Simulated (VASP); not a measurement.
Here is a VASP 6.6.1 calculation.

INCAR

```
PREC = Accurate
ENCUT = 520
EDIFF = 1E-6
ISMEAR = 0
SIGMA = 0.1
LREAL = F
LASPH = T
NELM = 80
ALGO = Normal
ISIF = 2
LWAVE = F
LCHARG = T
LELF = T
LVHAR = T
NBANDS = 16
```

KPOINTS

```
Automatic mesh
0
Gamma
  10 10 10
```

The input POSCAR:

```
GaAs
1.0
    0.0000000000      2.8015691292      2.8015691292
    2.8015691292      0.0000000000      2.8015691292
    2.8015691292      2.8015691292      0.0000000000
Ga As
1 1
Direct
    0.0000000000      0.0000000000      0.0000000000
    0.7500000000      0.7500000000      0.7500000000
```

Potentials or basis: VASP PAW LDA potentials, release 64 (Ga_d, As).

Command:

```console
$ cat potpaw_LDA.64/Ga_d/POTCAR potpaw_LDA.64/As/POTCAR > POTCAR
$ mpirun -np 1 vasp_std > vasp.out
```

(1) Estimate the pressure.

(2) Predict the band gap on the k mesh.

Answers

(1) 0.3 GPa.

(2) 0.54 eV, direct.
